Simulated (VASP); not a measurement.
# GaAs (F-43m) in VASP: notebook

The runs below take GaAs through single point, with PBE.

Everything below comes from runs of VASP 6.6.1. Logs are shortened: lines on timing, memory, paths and dates and some standing lists are left out, and cuts for length are marked.

## Step 1: The cell of the first run

It takes space group F-43m (No. 216, cubic). Conventional cell: a = 5.627 Å, b = 5.627 Å, c = 5.627 Å, α = 90.00°, β = 90.00°, γ = 90.00°. Within 3.2 Å of Ga (site symmetry -43m) lie 4 As at 2.44 Å. Within 3.2 Å of As (site symmetry -43m) lie 4 Ga at 2.44 Å.

## Step 2: Single point, PBE, non-collinear spin, zero start, spin-orbit coupling

INCAR

```
ALGO = Normal ; EDIFF = 1E-7
ENCUT = 520 ; GGA = PE
GGA_COMPAT = F ; ISIF = 2
ISMEAR = 0 ; LASPH = T
LCHARG = T ; LNONCOLLINEAR = T
LORBIT = 11 ; LORBMOM = T
LREAL = F ; LSORBIT = T
LVHAR = T ; LWAVE = F
MAGMOM = 0 0 0 0 0 0 ; NBANDS = 30
NELM = 150 ; PREC = Accurate
SIGMA = 0.05
```

KPOINTS

```
k-points
0
Gamma
  6 6 6
```

POSCAR

```
GaAs
1.0
    0.0000000000      2.8135433318      2.8135433318
    2.8135433318      0.0000000000      2.8135433318
    2.8135433318      2.8135433318      0.0000000000
Ga As
1 1
Direct
    0.0000000000      0.0000000000      0.0000000000
    0.2500000000      0.2500000000      0.2500000000
```

Potentials or basis: VASP PAW PBE potentials, release 64 (Ga_d, As).

On the command line:

```
$ cat potpaw_PBE.64/Ga_d/POTCAR potpaw_PBE.64/As/POTCAR > POTCAR
$ mpirun -np 1 vasp_ncl > vasp.out
```

OUTCAR:

```text
EDIFF = 1E-7
   ENCUT = 520
   GGA = PE
   ISIF = 2
   ISMEAR = 0
   LASPH = T
   LNONCOLLINEAR = T
   LORBIT = 11
   LREAL = F
   LSORBIT = T
   NELM = 150
   PREC = Accurate

 ion  position               nearest neighbor table
   1  0.000  0.000  0.000-   2 2.44   2 2.44   2 2.44   2 2.44
   2  0.250  0.250  0.250-   1 2.44   1 2.44   1 2.44   1 2.44

  LATTYP: Found a face centered cubic cell.
 ALAT       =     5.6270866636

  Lattice vectors:

 A1 = (   0.0000000000,   2.8135433318,   2.8135433318)
 A2 = (   2.8135433318,   0.0000000000,   2.8135433318)
 A3 = (   2.8135433318,   2.8135433318,   0.0000000000)

Analysis of symmetry for initial positions (statically):
=====================================================================
 Subroutine PRICEL returns:
 Original cell was already a primitive cell.

 Routine SETGRP: Setting up the symmetry group for a
 face centered cubic supercell.

 Subroutine GETGRP returns: Found 24 space group operations
 (whereof 24 operations were pure point group operations)
 out of a pool of 48 trial point group operations.

The static configuration has the point symmetry T_d .

Analysis of symmetry for dynamics (positions and initial velocities):
=====================================================================
 Subroutine PRICEL returns:
 Original cell was already a primitive cell.

 Routine SETGRP: Setting up the symmetry group for a
 face centered cubic supercell.

 Subroutine GETGRP returns: Found 24 space group operations
 (whereof 24 operations were pure point group operations)
 out of a pool of 48 trial point group operations.

The dynamic configuration has the point symmetry T_d .

Analysis of structural, dynamic, and magnetic symmetry:
=====================================================================
 Subroutine PRICEL returns:
 Original cell was already a primitive cell.

 Routine SETGRP: Setting up the symmetry group for a
 face centered cubic supercell.

 Subroutine GETGRP returns: Found 24 space group operations
 (whereof 24 operations were pure point group operations)
 out of a pool of 48 trial point group operations.

The overall configuration has the point symmetry T_d .

 Subroutine INISYM returns: Found 24 space group operations
 (whereof 24 operations are pure point group operations),
 and found     1 'primitive' translations

----------------------------------------------------------------------------------------

                                     Primitive cell

  volume of cell :      44.5442

  direct lattice vectors                    reciprocal lattice vectors
     0.000000000  2.813543332  2.813543332    -0.177711853  0.177711853  0.177711853
     2.813543332  0.000000000  2.813543332     0.177711853 -0.177711853  0.177711853
     2.813543332  2.813543332  0.000000000     0.177711853  0.177711853 -0.177711853

  length of vectors
     3.978951138  3.978951138  3.978951138     0.307805959  0.307805959  0.307805959

  position of ions in fractional coordinates (direct lattice)
     0.000000000  0.000000000  0.000000000
     0.250000000  0.250000000  0.250000000

  ion indices of the primitive-cell ions
   primitive index   ion index
                 1           1
                 2           2

----------------------------------------------------------------------------------------

 KPOINTS: k-points

Automatic generation of k-mesh.
 Grid dimensions read from file:
 generate k-points for:    6    6    6

 Generating k-lattice:

  Cartesian coordinates                     Fractional coordinates (reciprocal lattice)
    -0.029618642  0.029618642  0.029618642     0.166666667  0.000000000  0.000000000
     0.029618642 -0.029618642  0.029618642     0.000000000  0.166666667  0.000000000
     0.029618642  0.029618642 -0.029618642     0.000000000  0.000000000  0.166666667

  Length of vectors
     0.051300993  0.051300993  0.051300993

  Shift w.r.t. Gamma in fractional coordinates (k-lattice)
     0.000000000  0.000000000  0.000000000

 Subroutine IBZKPT returns following result:
 ===========================================

 Found     22 irreducible k-points:

 Following reciprocal coordinates:
            Coordinates               Weight
  0.000000  0.000000  0.000000      1.000000
  0.166667  0.000000  0.000000      4.000000
 -0.166667  0.000000  0.000000      4.000000
  0.333333  0.000000  0.000000      4.000000
 -0.333333  0.000000  0.000000      4.000000
  0.500000  0.000000  0.000000      4.000000
[... 14 lines left out ...]
 -0.333333  0.333333  0.166667     24.000000
 -0.333333  0.500000  0.166667     12.000000
   k-points           NKPTS =     22   k-points in BZ     NKDIM =     22   number of bands    NBANDS=     30
   number of dos      NEDOS =    301   number of ions     NIONS =      2
[... 26 lines left out ...]
   PSTRESS=    0.0 pullay stress
   NELECT =      18.0000    total number of electrons
   NUPDOWN=      -1.0000    fix difference up-down
   EMIN   =  10.00;   EMAX   =-10.00  energy-range for DOS
   EFERMI =   0.00;   METHOD = LEGACY
   ISMEAR =     0;   SIGMA  =   0.05  broadening in eV -4-tet -1-fermi 0-gaus
   EFERMI_NEDOS =   21; number of points for ismear=-14 and -15
   IALGO  =     38    algorithm
   IMIX   =      4    mixing-type and parameters
     AMIX     =   0.40;   BMIX     =  1.00
     AMIX_MAG =   1.60;   BMIX_MAG =  1.00
  volume/ion in A,a.u.               =      22.27       150.30
  Fermi-wavevector in a.u.,A,eV,Ry     =   1.210325  2.287183 19.930997  1.464887
  Thomas-Fermi vector in A             =   2.345875
   LORBIT       =     11    0 simple, 1 ext, 2 COOP (PROOUT), +10 PAW based schemes
   GGA     = PE    functional components
   LHFCALC =     F    Hartree Fock is set to
   AEXX    =    0.0000 exact exchange contribution
   IVDW    =     0    specifies the selected vdW correction
   LEPSILON=     F    determine dielectric tensor
   LRPA    =     F    only Hartree local field effects (RPA)
 Gauss-broadening in eV      SIGMA  =   0.05
  energy-cutoff  :      520.00
  volume of cell :       44.54
 maximum number of plane-waves:      2486
 NGX is ok and might be reduce to    30
   NGX = 15   NGY = 15   NGZ = 15

 number of electron      18.0000006 magnetization      -0.0000000     -0.0000000     -0.0000000

 number of electron      18.0000006 magnetization       0.0000000      0.0000000      0.0000000

 number of electron      18.0000006 magnetization      -0.0000000     -0.0000000      0.0000000

 number of electron      18.0000006 magnetization       0.0000000      0.0000000     -0.0000000

 Free energy of the ion-electron system (eV)
  ---------------------------------------------------
  ext. energy  EPLUGINS =         0.00000000
  ---------------------------------------------------
  free energy    TOTEN  =        -8.22887791 eV

  energy without entropy =       -8.22887791  energy(sigma->0) =       -8.22887791

 E-fermi :   4.4733     XC(G=0):  -9.6471

 val. band max:        4.1838013318   @ k =   0.0000   0.0000   0.0000
 cond. band min:       4.7008111654   @ k =   0.0000   0.0000   0.0000
 fundamental gap:      0.5170098336
 Fermi energy:         4.4733209383

 k-point     1 :       0.0000    0.0000    0.0000
  band No.  band energies     occupation
      1     -11.0133      1.00000
      2     -11.0133      1.00000
      3     -11.0133      1.00000
      4     -11.0133      1.00000
      5     -10.5901      1.00000
      6     -10.5901      1.00000
[... 715 lines left out ...]
     29      16.3216      0.00000
     30      16.4308      0.00000

------------------------ aborting loop because EDIFF is reached ----------------------------------------

  FORCE on cell =-STRESS in cart. coord.  units (eV):
  Direction    XX          YY          ZZ          XY          YZ          ZX
  --------------------------------------------------------------------------------------
  -------------------------------------------------------------------------------------
  Total        1.2678367      1.2678367      1.2678367      0.0000000      0.0000000      0.0000000
  in kB       45.6019139     45.6019139     45.6019139      0.0000000      0.0000000      0.0000000
  external PRESSURE =      45.6019139 kB  Pullay stress =       0.0000000 kB

 VOLUME and BASIS-vectors are now :
 -----------------------------------------------------------------------------
  energy-cutoff  :      520.00
  volume of cell :       44.54
      direct lattice vectors                 reciprocal lattice vectors
     0.000000000  2.813543332  2.813543332    -0.177711853  0.177711853  0.177711853
     2.813543332  0.000000000  2.813543332     0.177711853 -0.177711853  0.177711853
     2.813543332  2.813543332  0.000000000     0.177711853  0.177711853 -0.177711853

 POSITION                                       TOTAL-FORCE (eV/Angst)
 -----------------------------------------------------------------------------------
      0.00000      0.00000      0.00000         0.000000      0.000000      0.000000
      1.40677      1.40677      1.40677        -0.000000     -0.000000     -0.000000
 -----------------------------------------------------------------------------------
    total drift:                               -0.000000     -0.000000     -0.000000

  FREE ENERGIE OF THE ION-ELECTRON SYSTEM (eV)
  ---------------------------------------------------
  free  energy   TOTEN  =        -8.2288779127 eV

  energy  without entropy=       -8.2288779127  energy(sigma->0) =       -8.22887791

 orbital moment (x)

 # of ion     p       d       tot
 ----------------------------------------
  1        -0.000  -0.000  -0.000
  2        -0.000   0.000  -0.000
 ----------------------------------------
           -0.000  -0.000  -0.000

 orbital moment (y)

 # of ion     p       d       tot
 ----------------------------------------
  1        -0.000  -0.000  -0.000
  2         0.000   0.000   0.000
 ----------------------------------------
           -0.000  -0.000  -0.000

 orbital moment (z)

 # of ion     p       d       tot
 ----------------------------------------
  1         0.000  -0.000  -0.000
  2         0.000   0.000   0.000
 ----------------------------------------
            0.000  -0.000  -0.000

 Spin-Orbit-Coupling matrix elements

 Ion:    1  E_soc:     -0.0119965
 l=   1
     0.0000000    -0.0011647    -0.0011647
    -0.0011647     0.0000000    -0.0011647
    -0.0011647    -0.0011647     0.0000000
 l=   2
     0.0000000    -0.0001668     0.0000000    -0.0001668    -0.0006679
    -0.0001668     0.0000000    -0.0005010    -0.0001668    -0.0001670
     0.0000000    -0.0005010     0.0000000    -0.0005010     0.0000000
    -0.0001668    -0.0001668    -0.0005010     0.0000000    -0.0001670
    -0.0006679    -0.0001670     0.0000000    -0.0001670     0.0000000
 l=   3
     0.0000000     0.0000000     0.0000000     0.0000000     0.0000000     0.0000000     0.0000000
     0.0000000     0.0000000     0.0000000     0.0000000     0.0000000     0.0000000     0.0000000
     0.0000000     0.0000000     0.0000000     0.0000000     0.0000000     0.0000000     0.0000000
     0.0000000     0.0000000     0.0000000     0.0000000     0.0000000     0.0000000     0.0000000
     0.0000000     0.0000000     0.0000000     0.0000000     0.0000000     0.0000000     0.0000000
     0.0000000     0.0000000     0.0000000     0.0000000     0.0000000     0.0000000     0.0000000
     0.0000000     0.0000000     0.0000000     0.0000000     0.0000000     0.0000000     0.0000000

 Ion:    2  E_soc:     -0.0238177
 l=   1
     0.0000000    -0.0039617    -0.0039617
    -0.0039617     0.0000000    -0.0039617
    -0.0039617    -0.0039617     0.0000000
 l=   2
     0.0000000    -0.0000040     0.0000000    -0.0000040    -0.0000039
    -0.0000040     0.0000000    -0.0000029    -0.0000040    -0.0000010
     0.0000000    -0.0000029     0.0000000    -0.0000029     0.0000000
    -0.0000040    -0.0000040    -0.0000029     0.0000000    -0.0000010
    -0.0000039    -0.0000010     0.0000000    -0.0000010     0.0000000
 l=   3
     0.0000000     0.0000000     0.0000000     0.0000000     0.0000000     0.0000000     0.0000000
     0.0000000     0.0000000     0.0000000     0.0000000     0.0000000     0.0000000     0.0000000
     0.0000000     0.0000000     0.0000000     0.0000000     0.0000000     0.0000000     0.0000000
     0.0000000     0.0000000     0.0000000     0.0000000     0.0000000     0.0000000     0.0000000
     0.0000000     0.0000000     0.0000000     0.0000000     0.0000000     0.0000000     0.0000000
     0.0000000     0.0000000     0.0000000     0.0000000     0.0000000     0.0000000     0.0000000
     0.0000000     0.0000000     0.0000000     0.0000000     0.0000000     0.0000000     0.0000000

 total charge

# of ion       s       p       d       tot
------------------------------------------
    1        0.878   0.819   9.998  11.695
    2        1.205   1.616   0.032   2.853
--------------------------------------------------
tot          2.083   2.435  10.030  14.548

 magnetization (x)

# of ion       s       p       d       tot
------------------------------------------
    1       -0.000   0.000   0.000  -0.000
    2        0.000   0.000   0.000   0.000
--------------------------------------------------
tot         -0.000   0.000   0.000  -0.000

 magnetization (y)

# of ion       s       p       d       tot
------------------------------------------
    1        0.000   0.000   0.000   0.000
    2        0.000   0.000   0.000   0.000
--------------------------------------------------
tot          0.000   0.000   0.000   0.000

 magnetization (z)

# of ion       s       p       d       tot
------------------------------------------
    1       -0.000   0.000   0.000  -0.000
    2        0.000  -0.000   0.000  -0.000
--------------------------------------------------
tot         -0.000  -0.000   0.000  -0.000
```

It took 53 s on 1 thread of Intel Xeon Platinum 8488C (Sapphire Rapids), shared host; peak memory 0.29 GiB.

Results:

* Free energy: -8.2289 eV
* Pressure: 4.6 GPa
* Net moment: 0.00 μB per cell
* Valence electrons inside the program's atomic spheres: Ga 11.70; As 2.85

Moments on the atoms (μB; x, y, z):
```
Ga  0.00 0.00 0.00
As  0.00 0.00 0.00
```

Caveat: the cell stands under pressure.

## Step 3: Single point, PBE, non-collinear spin, zero start, spin-orbit coupling

This run uses another cell than the first one, of 23.08 Å³/atom.

INCAR

```
ALGO = Normal ; EDIFF = 1E-6
ENCUT = 520 ; GGA = PE
GGA_COMPAT = False ; ISIF = 2
ISMEAR = 0 ; LASPH = True
LCHARG = True ; LNONCOLLINEAR = True
LORBIT = 11 ; LORBMOM = True
LREAL = False ; LSORBIT = True
LVHAR = True ; LWAVE = False
MAGMOM = 0 0 0 0 0 0 ; NBANDS = 30
NELM = 150 ; PREC = Accurate
SIGMA = 0.05
```

KPOINTS is that of step 2.

POSCAR

```
GaAs
1.0
    0.0000000000      2.8472650231      2.8472650231
    2.8472650231      0.0000000000      2.8472650231
    2.8472650231      2.8472650231      0.0000000000
Ga As
1 1
Direct
    0.0000000000      0.0000000000      0.0000000000
    0.2500000000      0.2500000000      0.2500000000
```

Potentials or basis: VASP PAW PBE potentials, release 64 (Ga_d, As).

On the command line:

```
$ cat potpaw_PBE.64/Ga_d/POTCAR potpaw_PBE.64/As/POTCAR > POTCAR
$ mpirun -np 1 vasp_ncl > vasp.out
```

Run time: 51 s. Hardware: 1 thread of Intel Xeon Platinum 8488C (Sapphire Rapids), shared host; peak memory 0.29 GiB.

The run converged. Its results:

| Property | Result |
| --- | --- |
| Free energy | -8.2611 eV |
| Pressure | 1.8 GPa |
| Net moment | 0.00 μB per cell |
| Valence electrons inside the program's atomic spheres | Ga 11.65; As 2.83 |

Moments on the atoms (μB; x, y, z):
```
Ga  0.00 0.00 0.00
As  0.00 0.00 0.00
```

## Step 4: Single point, PBE, non-collinear spin, zero start, spin-orbit coupling (23.68 Å³/atom)

This run uses another cell than the first one, of 23.68 Å³/atom.

INCAR

```
PREC     = Accurate       # precision mode
ENCUT    = 520            # plane-wave cutoff, eV
EDIFF    = 1E-6           # SCF threshold, eV
ISMEAR   = -1             # smearing method
SIGMA    = 0.15           # smearing width, eV
LREAL    = False          # projectors in reciprocal space
LASPH    = True           # aspherical terms in the spheres
NELM     = 150            # most SCF steps
ALGO     = Normal         # electronic algorithm
ISIF     = 2              # what is computed and relaxed
LWAVE    = False          # write WAVECAR
LCHARG   = False          # write CHGCAR
MAGMOM   = 0 0 0 0 0 0    # initial moments
LORBIT   = 11             # projections on sites
LSORBIT  = True           # spin-orbit coupling
GGA_COMPAT= False        
LORBMOM  = True         
GGA      = PE             # functional
NBANDS   = 30             # bands
```

KPOINTS

```
Automatic mesh
0
Gamma
  12 12 12
```

POSCAR

```
GaAs
1.0
    0.0000000000      2.8718000000      2.8718000000
    2.8718000000      0.0000000000      2.8718000000
    2.8718000000      2.8718000000      0.0000000000
Ga As
1 1
Direct
    0.0000000000      0.0000000000      0.0000000000
    0.2500000000      0.2500000000      0.2500000000
```

On the command line:

```
$ cat potpaw_PBE.64/Ga_d/POTCAR potpaw_PBE.64/As/POTCAR > POTCAR
$ mpirun -np 1 vasp_ncl > vasp.out
```

It took 3.7 min on 1 thread of Intel Xeon Platinum 8488C (Sapphire Rapids), shared host; peak memory 0.43 GiB.

It converged, with:

```yaml
Free_energy: -8.2949 eV
Pressure: 0.2 GPa
Net_moment: 0.00 μB per cell
Valence_electrons_inside_the_program's_atomic_spheres: Ga 11.62; As 2.81
```

Moments on the atoms (μB; x, y, z):
```
Ga  0.00 0.00 0.00
As  0.00 0.00 0.00
```

## Step 5: The runs side by side

```tsv
cell	k mesh	smearing	pressure (GPa)	moment (μB)
a = 3.979 Å, angles 60.0°, 2 atoms	6 × 6 × 6	gaussian 0.05 eV	4.6	0.00
a = 4.027 Å, angles 60.0°, 2 atoms	6 × 6 × 6	gaussian 0.05 eV	1.8	0.00
a = 4.061 Å, angles 60.0°, 2 atoms	12 × 12 × 12	fermi-dirac 0.15 eV	0.2	0.00
```

Alike in all rows: task single point; level PBE; potentials or basis VASP PAW PBE potentials, release 64 (Ga_d, As); spin non-collinear, zero start, SOC; cutoff (eV) 520.

Caveats: the cell stands under pressure (at least some runs).

Total energies depend on the potentials used, so only differences within one code and one set of settings carry meaning.
